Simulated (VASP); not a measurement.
# CuO (C2/c) in VASP: further runs

Runs on CuO. Level: r2SCAN. Tasks: single point.

Everything below comes from runs of VASP 6.6.1. Logs are shortened: lines on timing, memory, paths and dates and some standing lists are left out, and cuts for length are marked.

### 1 The cell of the first run

The structure is monoclinic, space group C2/c (No. 15). The conventional cell has a = 4.684 Å, b = 3.473 Å, c = 5.123 Å, α = 90.00°, β = 98.73°, γ = 90.00°. Cu (site symmetry -1) has 4 O at 1.87 to 2.02 Å within 2.5 Å. O (site symmetry 2) has 4 Cu at 1.87 to 2.02 Å within 2.5 Å.

### 2 Single point, r2SCAN, collinear spin, ferromagnetic start

Contents of POSCAR:

```
CuO
1.0
    2.3419500000     -1.7367000000      0.0000000000
    2.3419500000      1.7367000000      0.0000000000
   -0.7775000000      0.0000000000      5.0632500000
Cu O
2 2
Direct
    0.0000000000      0.5000000000      0.0000000000
    0.5000000000      0.0000000000      0.5000000000
    0.5279000000      0.4721000000      0.2500000000
    0.4721000000      0.5279000000      0.7500000000
```

Contents of INCAR.step1:

```
SYSTEM = CuO
  ALGO = Normal
  EDIFF = 1E-4
  ENCUT = 520
  GGA = PE
  ISMEAR = 0
  ISPIN = 2
  LASPH = .TRUE.
  LCHARG = .FALSE.
  LMAXMIX = 4
  LREAL = .FALSE.
  LWAVE = .TRUE.
  MAGMOM = 1 1 0 0
  NBANDS = 29
  NELM = 150
  PREC = Accurate
  SIGMA = 0.1
```

Contents of INCAR.step2:

```
SYSTEM = CuO
  ALGO = Normal
  EDIFF = 1E-6
  ENCUT = 520
  ISIF = 2
  ISMEAR = 0
  ISPIN = 2
  ISTART = 1
  LASPH = .TRUE.
  LCHARG = .FALSE.
  LMAXMIX = 4
  LMIXTAU = .TRUE.
  LORBIT = 11
  LREAL = .FALSE.
  LWAVE = .FALSE.
  MAGMOM = 1 1 0 0
  METAGGA = R2SCAN
  NBANDS = 29
  NELM = 150
  PREC = Accurate
  SIGMA = 0.1
```

Contents of KPOINTS:

```
k-points
0
G
  7 7 4
  0 0 0
```

Potentials or basis: VASP PAW PBE potentials, release 64 (Cu, O).

Launch:

```console
$ cat potpaw_PBE.64/Cu/POTCAR potpaw_PBE.64/O/POTCAR > POTCAR
$ cp INCAR.step1 INCAR
$ mpirun -np 1 vasp_std > vasp.out
$ cp INCAR.step2 INCAR
$ mpirun -np 1 vasp_std > vasp.out
```

OUTCAR:

```text
SYSTEM = CuO
   EDIFF = 1E-6
   ENCUT = 520
   ISIF = 2
   ISMEAR = 0
   ISPIN = 2
   ISTART = 1
   LASPH = .TRUE.
   LORBIT = 11
   LREAL = .FALSE.
   METAGGA = R2SCAN
   NELM = 150
   PREC = Accurate

 ion  position               nearest neighbor table
   1  0.000  0.500  0.000-   3 1.87   4 1.87   4 2.02   3 2.02
   2  0.500  0.000  0.500-   4 1.87   3 1.87   4 2.02   3 2.02
   3  0.528  0.472  0.250-   2 1.87   1 1.87   2 2.02   1 2.02
   4  0.472  0.528  0.750-   1 1.87   2 1.87   2 2.02   1 2.02

  LATTYP: Found a base centered monoclinic cell.
 ALAT       =     4.6839000000
 B/A-ratio  =     0.7415615192
 C/A-ratio  =     1.0936607661
 COS(beta)  =    -0.1517784630

  Lattice vectors:

 A1 = (   2.3419500000,  -1.7367000000,   0.0000000000)
 A2 = (   2.3419500000,   1.7367000000,   0.0000000000)
 A3 = (  -0.7775000000,   0.0000000000,   5.0632500000)

Analysis of symmetry for initial positions (statically):
=====================================================================
 Subroutine PRICEL returns:
 Original cell was already a primitive cell.

 Routine SETGRP: Setting up the symmetry group for a
 base centered monoclinic supercell.

 Subroutine GETGRP returns: Found  4 space group operations
 (whereof  2 operations were pure point group operations)
 out of a pool of  4 trial point group operations.

The static configuration has the point symmetry S_2 .
 The point group associated with its full space group is C_2h.

Analysis of symmetry for dynamics (positions and initial velocities):
=====================================================================
 Subroutine PRICEL returns:
 Original cell was already a primitive cell.

 Routine SETGRP: Setting up the symmetry group for a
 base centered monoclinic supercell.

 Subroutine GETGRP returns: Found  4 space group operations
 (whereof  2 operations were pure point group operations)
 out of a pool of  4 trial point group operations.

The dynamic configuration has the point symmetry S_2 .
 The point group associated with its full space group is C_2h.

Analysis of structural, dynamic, and magnetic symmetry:
=====================================================================
 Subroutine PRICEL returns:
 Original cell was already a primitive cell.

 Routine SETGRP: Setting up the symmetry group for a
 base centered monoclinic supercell.

 Subroutine GETGRP returns: Found  4 space group operations
[... 130 lines left out ...]
  Fermi-wavevector in a.u.,A,eV,Ry     =   1.535726  2.902102 32.088740  2.358456
  Thomas-Fermi vector in A             =   2.642475
   LORBIT       =     11    0 simple, 1 ext, 2 COOP (PROOUT), +10 PAW based schemes
   METAGGA = R2SCAN    functional components
   LHFCALC =     F    Hartree Fock is set to
   AEXX    =    0.0000 exact exchange contribution
   IVDW    =     0    specifies the selected vdW correction
   LEPSILON=     F    determine dielectric tensor
   LRPA    =     F    only Hartree local field effects (RPA)
 spin polarized calculation
 Gauss-broadening in eV      SIGMA  =   0.10
  energy-cutoff  :      520.00
  volume of cell :       41.19
 maximum number of plane-waves:      1141
 NGX is ok and might be reduce to    24
   NGX = 11   NGY = 11   NGZ = 19

 number of electron      34.0000014 magnetization      -0.0000015

 number of electron      34.0000014 magnetization       0.0000008

 Free energy of the ion-electron system (eV)
  ---------------------------------------------------
  ext. energy  EPLUGINS =         0.00000000
  ---------------------------------------------------
  free energy    TOTEN  =       -36.33926916 eV

  energy without entropy =      -36.33122078  energy(sigma->0) =      -36.33524497

 E-fermi :   5.4436     XC(G=0): -12.4871

 val. band max:        5.4384966041   @ k =  -0.1429  -0.1429   0.2500
 cond. band min:       5.4553775044   @ k =  -0.1429   0.0000   0.2500
 fundamental gap:      0.0168809003
 Fermi energy:         5.4436138495

 spin component 1

 k-point     1 :       0.0000    0.0000    0.0000
  band No.  band energies     occupation
      1     -15.8064      1.00000
      2     -14.4419      1.00000
      3      -3.1689      1.00000
      4      -0.5675      1.00000
      5      -0.0767      1.00000
      6       1.7091      1.00000
[... 757 lines left out ...]
     28      24.6604      0.00000
     29      26.2087      0.00000

 [... further k-points ...]

 spin component 2

 k-point     1 :       0.0000    0.0000    0.0000
  band No.  band energies     occupation
      1     -15.8064      1.00000
      2     -14.4419      1.00000
      3      -3.1689      1.00000
      4      -0.5675      1.00000
      5      -0.0767      1.00000
      6       1.7091      1.00000
[... 757 lines left out ...]
     28      24.6604      0.00000
     29      26.2087      0.00000

 [... further k-points ...]
[... 5 lines left out ...]
  --------------------------------------------------------------------------------------
  -------------------------------------------------------------------------------------
  Total       -0.0441535      1.2342858      1.5630879      0.0000000      0.0000000      1.7331048
  in kB       -1.7175672     48.0136297     60.8040062      0.0000000      0.0000000     67.4176501
  external PRESSURE =      35.7000229 kB  Pullay stress =       0.0000000 kB

 VOLUME and BASIS-vectors are now :
 -----------------------------------------------------------------------------
  energy-cutoff  :      520.00
  volume of cell :       41.19
      direct lattice vectors                 reciprocal lattice vectors
     2.341950000 -1.736700000  0.000000000     0.213497299 -0.287902344  0.032784111
     2.341950000  1.736700000  0.000000000     0.213497299  0.287902344  0.032784111
    -0.777500000  0.000000000  5.063250000     0.000000000  0.000000000  0.197501605

 POSITION                                       TOTAL-FORCE (eV/Angst)
 -----------------------------------------------------------------------------------
      1.17098      0.86835      0.00000        -0.000000      0.000000      0.000000
      0.78223     -0.86835      2.53163        -0.000000      0.000000      0.000000
      2.14758     -0.09691      1.26581         0.000000     -0.626681      0.000000
      1.75883      0.09691      3.79744        -0.000000      0.626681      0.000000
 -----------------------------------------------------------------------------------
    total drift:                                0.000000      0.000000     -0.000000

  FREE ENERGIE OF THE ION-ELECTRON SYSTEM (eV)
  ---------------------------------------------------
  free  energy   TOTEN  =       -36.3392691615 eV

  energy  without entropy=      -36.3312207813  energy(sigma->0) =      -36.33524497

 total charge

# of ion       s       p       d       tot
------------------------------------------
    1        0.402   0.425   9.149   9.976
    2        0.402   0.425   9.149   9.976
    3        1.581   3.424   0.000   5.006
    4        1.581   3.424   0.000   5.006
--------------------------------------------------
tot          3.967   7.698  18.299  29.964

 magnetization (x)

# of ion       s       p       d       tot
------------------------------------------
    1        0.000  -0.000   0.000   0.000
    2        0.000  -0.000   0.000   0.000
    3       -0.000   0.000   0.000   0.000
    4       -0.000   0.000   0.000   0.000
--------------------------------------------------
tot         -0.000   0.000   0.000   0.000
```

OSZICAR.step1:

```text
N       E                     dE             d eps       ncg     rms          rms(c)
DAV:   1     0.296834770284E+03    0.29683E+03   -0.15939E+04  7814   0.186E+03
DAV:   2     0.109940232894E+02   -0.28584E+03   -0.25755E+03  7098   0.373E+02
DAV:   3    -0.246865181814E+02   -0.35681E+02   -0.33383E+02  7877   0.137E+02
DAV:   4    -0.257649992400E+02   -0.10785E+01   -0.10715E+01  8833   0.263E+01
DAV:   5    -0.257826381540E+02   -0.17639E-01   -0.17637E-01  8356   0.315E+00    0.185E+01
DAV:   6    -0.223945883272E+02    0.33880E+01   -0.28306E+01  9666   0.137E+02    0.161E+01
DAV:   7    -0.194087642481E+02    0.29858E+01   -0.82440E+00  8692   0.100E+02    0.294E+00
DAV:   8    -0.195101422096E+02   -0.10138E+00   -0.11969E+00  8769   0.803E+00    0.149E+00
DAV:   9    -0.195001056674E+02    0.10037E-01   -0.43965E-02 10061   0.416E+00    0.560E-01
DAV:  10    -0.195056597419E+02   -0.55541E-02   -0.53745E-03 10041   0.132E+00    0.209E-01
DAV:  11    -0.195059119943E+02   -0.25225E-03   -0.45394E-04  8549   0.324E-01    0.115E-01
DAV:  12    -0.195060553611E+02   -0.14337E-03   -0.24391E-04  6745   0.226E-01    0.373E-02
DAV:  13    -0.195060573390E+02   -0.19779E-05   -0.47404E-05  3941   0.941E-02
   1 F= -.19506057E+02 E0= -.19501996E+02  d E =-.812239E-02  mag=     0.0027
```

It took 2.6 min on 1 thread of Intel Xeon 6975P-C (Granite Rapids), shared host; peak memory 0.25 GiB.

Results:

- Free energy: -36.3393 eV
- Pressure: 3.6 GPa
- Largest force: 0.627 eV/Å
- Band gap on the k mesh: zero (filled and empty bands overlap)
- Net moment: 0.00 μB per cell
- Valence electrons inside the program's atomic spheres: Cu 9.98; O 5.01

Forces in eV/Å, atoms in the order of the input:
```
Cu   0.000  0.000  0.000
Cu   0.000  0.000  0.000
O    0.000 -0.627  0.000
O    0.000  0.627  0.000
```

Stress tensor (GPa, compression positive):
```
-0.17  0.00  6.74
 0.00  4.80  0.00
 6.74  0.00  6.08
```

Levels at points of the mesh, in eV from the Fermi level:
Spin up:
```
           k point  band 15  band 16  band 17  band 18  band 19  band 20
(0.00, 0.00, 0.00)    -2.47    -1.97     0.21     0.99     2.14     6.70
(0.00, 0.00, 0.50)    -1.77    -1.77     0.18     0.18     4.27     4.27
```
Spin down:
| k point | band 13 | band 14 | band 15 | band 16 | band 17 | band 18 | band 19 | band 20 | band 21 | band 22 |
| --- | --- | --- | --- | --- | --- | --- | --- | --- | --- | --- |
| (0.00, 0.00, 0.00) | -2.68 | -2.61 | -2.47 | -1.97 | 0.21 | 0.99 | 2.14 | 6.70 | 8.47 | 14.74 |
| (0.00, 0.00, 0.50) | -2.47 | -2.47 | -1.77 | -1.77 | 0.18 | 0.18 | 4.27 | 4.27 | 12.58 | 12.58 |

Caveat: the PAW data sets were made with another functional, which shifts forces and pressure a little; semilocal functionals often make such compounds metallic where correlation or magnetic order opens a gap, which also shifts bond lengths. With open d or f shells a metallic result of r2SCAN can be an artefact of self-interaction; +U or a hybrid may open a gap.

### 3 Single point, r2SCAN, collinear spin, ferromagnetic start

POSCAR is that of step 2.

Contents of INCAR.step1:

```
ALGO = Normal
EDIFF = 1E-4
ENCUT = 520
GGA = PE
ISMEAR = 0
ISPIN = 2
LASPH = T
LCHARG = F
LMAXMIX = 4
LREAL = F
LWAVE = T
MAGMOM = 1 1 0 0
NBANDS = 29
NELM = 150
PREC = Accurate
SIGMA = 0.1
```

Contents of INCAR.step2:

```
ALGO = Normal
EDIFF = 1E-7
ENCUT = 520
ISIF = 2
ISMEAR = 0
ISPIN = 2
ISTART = 1
LASPH = T
LCHARG = F
LMAXMIX = 4
LMIXTAU = T
LORBIT = 11
LREAL = F
LWAVE = F
MAGMOM = 1 1 0 0
METAGGA = R2SCAN
NBANDS = 29
NELM = 150
PREC = Accurate
SIGMA = 0.1
```

Contents of KPOINTS:

```
k-points
0
Gamma
  7 7 4
```

Potentials or basis: VASP PAW PBE potentials, release 64 (Cu, O).

Launch:

```console
$ cat potpaw_PBE.64/Cu/POTCAR potpaw_PBE.64/O/POTCAR > POTCAR
$ cp INCAR.step1 INCAR
$ mpirun -np 1 vasp_std > vasp.out
$ cp INCAR.step2 INCAR
$ mpirun -np 1 vasp_std > vasp.out
```

OUTCAR:

```text
EDIFF = 1E-7
   ENCUT = 520
   ISIF = 2
   ISMEAR = 0
   ISPIN = 2
   ISTART = 1
   LASPH = T
   LORBIT = 11
   LREAL = F
   METAGGA = R2SCAN
   NELM = 150
   PREC = Accurate

 ion  position               nearest neighbor table
   1  0.000  0.500  0.000-   3 1.87   4 1.87   4 2.02   3 2.02
   2  0.500  0.000  0.500-   4 1.87   3 1.87   4 2.02   3 2.02
   3  0.528  0.472  0.250-   2 1.87   1 1.87   2 2.02   1 2.02
   4  0.472  0.528  0.750-   1 1.87   2 1.87   2 2.02   1 2.02

  LATTYP: Found a base centered monoclinic cell.
 ALAT       =     4.6839000000
[... 1773 lines left out ...]
      direct lattice vectors                 reciprocal lattice vectors
     2.341950000 -1.736700000  0.000000000     0.213497299 -0.287902344  0.032784111
     2.341950000  1.736700000  0.000000000     0.213497299  0.287902344  0.032784111
    -0.777500000  0.000000000  5.063250000     0.000000000  0.000000000  0.197501605

 POSITION                                       TOTAL-FORCE (eV/Angst)
 -----------------------------------------------------------------------------------
      1.17098      0.86835      0.00000        -0.000000     -0.000000      0.000000
      0.78223     -0.86835      2.53163        -0.000000     -0.000000      0.000000
      2.14758     -0.09691      1.26581        -0.000000     -0.626634      0.000000
      1.75883      0.09691      3.79744         0.000000      0.626634      0.000000
 -----------------------------------------------------------------------------------
    total drift:                                0.000000     -0.000000     -0.000000

  FREE ENERGIE OF THE ION-ELECTRON SYSTEM (eV)
  ---------------------------------------------------
  free  energy   TOTEN  =       -36.3392694516 eV

  energy  without entropy=      -36.3312203455  energy(sigma->0) =      -36.33524490

 total charge

# of ion       s       p       d       tot
------------------------------------------
    1        0.402   0.425   9.149   9.976
    2        0.402   0.425   9.149   9.976
    3        1.581   3.424   0.000   5.006
    4        1.581   3.424   0.000   5.006
--------------------------------------------------
tot          3.967   7.698  18.299  29.964

 magnetization (x)

# of ion       s       p       d       tot
------------------------------------------
    1       -0.000   0.000   0.000   0.000
    2       -0.000   0.000   0.000   0.000
    3        0.000   0.000   0.000   0.000
    4        0.000   0.000   0.000   0.000
--------------------------------------------------
tot          0.000   0.000   0.000   0.000
```

OSZICAR.step1:

```text
N       E                     dE             d eps       ncg     rms          rms(c)
DAV:   1     0.296834770284E+03    0.29683E+03   -0.15939E+04  7814   0.186E+03
DAV:   2     0.109940232894E+02   -0.28584E+03   -0.25755E+03  7098   0.373E+02
DAV:   3    -0.246865181814E+02   -0.35681E+02   -0.33383E+02  7877   0.137E+02
DAV:   4    -0.257649992400E+02   -0.10785E+01   -0.10715E+01  8833   0.263E+01
DAV:   5    -0.257826381540E+02   -0.17639E-01   -0.17637E-01  8356   0.315E+00    0.185E+01
DAV:   6    -0.223945883272E+02    0.33880E+01   -0.28306E+01  9666   0.137E+02    0.161E+01
DAV:   7    -0.194087642481E+02    0.29858E+01   -0.82440E+00  8692   0.100E+02    0.294E+00
DAV:   8    -0.195101422096E+02   -0.10138E+00   -0.11969E+00  8769   0.803E+00    0.149E+00
DAV:   9    -0.195001056674E+02    0.10037E-01   -0.43965E-02 10061   0.416E+00    0.560E-01
DAV:  10    -0.195056597419E+02   -0.55541E-02   -0.53745E-03 10041   0.132E+00    0.209E-01
DAV:  11    -0.195059119943E+02   -0.25225E-03   -0.45394E-04  8549   0.324E-01    0.115E-01
DAV:  12    -0.195060553611E+02   -0.14337E-03   -0.24391E-04  6745   0.226E-01    0.373E-02
DAV:  13    -0.195060573390E+02   -0.19779E-05   -0.47404E-05  3941   0.941E-02
   1 F= -.19506057E+02 E0= -.19501996E+02  d E =-.812239E-02  mag=     0.0027
```

Wall time 2.8 min (1 thread of Intel Xeon 6975P-C (Granite Rapids), shared host); peak memory 0.25 GiB.

Results:

```
Free energy                                           : -36.3393 eV
Pressure                                              : 3.5 GPa
Largest force                                         : 0.627 eV/Å
Band gap on the k mesh                                : zero (filled and empty bands overlap)
Net moment                                            : 0.00 μB per cell
Valence electrons inside the program's atomic spheres : Cu 9.98; O 5.01
```

Forces in eV/Å, atoms in the order of the input:
```
Cu   0.000  0.000  0.000
Cu   0.000  0.000  0.000
O    0.000 -0.627  0.000
O    0.000  0.627  0.000
```

Caveat: the PAW data sets were made with another functional, which shifts forces and pressure a little; semilocal functionals often make such compounds metallic where correlation or magnetic order opens a gap, which also shifts bond lengths. With open d or f shells a metallic result of r2SCAN can be an artefact of self-interaction; +U or a hybrid may open a gap.
